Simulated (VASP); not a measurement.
The system is SiC.

```
Si C
1.0
     3.07536    0.00000    0.00000
    -1.53768    2.66334    0.00000
     0.00000    0.00000    4.84618
Si C
2 2
Direct
  0.33333 0.66667 0.99699
  0.66667 0.33333 0.49699
  0.33333 0.66667 0.37801
  0.66667 0.33333 0.87801
```

This cell differs from its parent crystal: uniaxial z strain -4.0%.

Base run:

```yaml
Program: VASP 6.6.1
Functional: PBE
Potentials_or_basis: VASP PAW PBE potentials, release 64 (Si, C)
Cutoff: 520 eV
k_mesh: 12 × 12 × 6
Occupations: fermi-dirac, width 0.02 eV
Spin: no spin polarisation
```

Its results: band gap on the k mesh 2.23 eV, indirect (least direct gap 3.71 eV); pressure 13.4 GPa; largest force 0.045 eV/Å.

The run is repeated on the same cell with these changes: functional from PBE to r2SCAN; occupations from fermi-dirac, width 0.02 eV to gaussian, width 0.01 eV. What comes out?

Band gap on the k mesh 2.63 eV, indirect (least direct gap 4.22 eV); pressure 9.8 GPa; largest force 0.004 eV/Å.

Caveats: the PAW data sets were made with another functional, which shifts forces and pressure a little (some runs).

A k mesh can miss the band edges.
